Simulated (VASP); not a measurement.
Crystal: GaSb3.

```
Sb Ga
1.0
     0.00000    3.68018    3.68018
     3.68018    0.00000    3.68018
     3.68018    3.68018    0.00000
Sb Ga
3 1
Direct
  0.50000 0.50000 0.50000
  0.75000 0.75000 0.75000
  0.25000 0.25000 0.25000
  0.00000 0.00000 0.00000
```

Base run:

- Program: VASP 6.6.1
- Functional: r2SCAN
- Potentials or basis: VASP PAW PBE potentials, release 64 (Sb, Ga_d)
- Cutoff: 550 eV
- k mesh: 6 × 6 × 6
- Occupations: fermi-dirac, width 0.05 eV
- Spin: no spin polarisation

Its results: band gap on the k mesh zero (band 14 reaches 9.21 eV, above the bottom of band 15 at 5.23 eV); pressure 0.6 GPa.

**Question.** The run is repeated on the same cell with these changes: functional from r2SCAN to PBE; cutoff from 550 eV to 500 eV. What comes out?

**Answer.** Band gap on the k mesh zero (band 14 reaches 9.29 eV, above the bottom of band 15 at 5.45 eV); pressure 1.5 GPa.

Caveats: spin-orbit coupling is left out, which moves the levels of the heavy elements; the PAW data sets were made with another functional, which shifts forces and pressure a little (some runs).
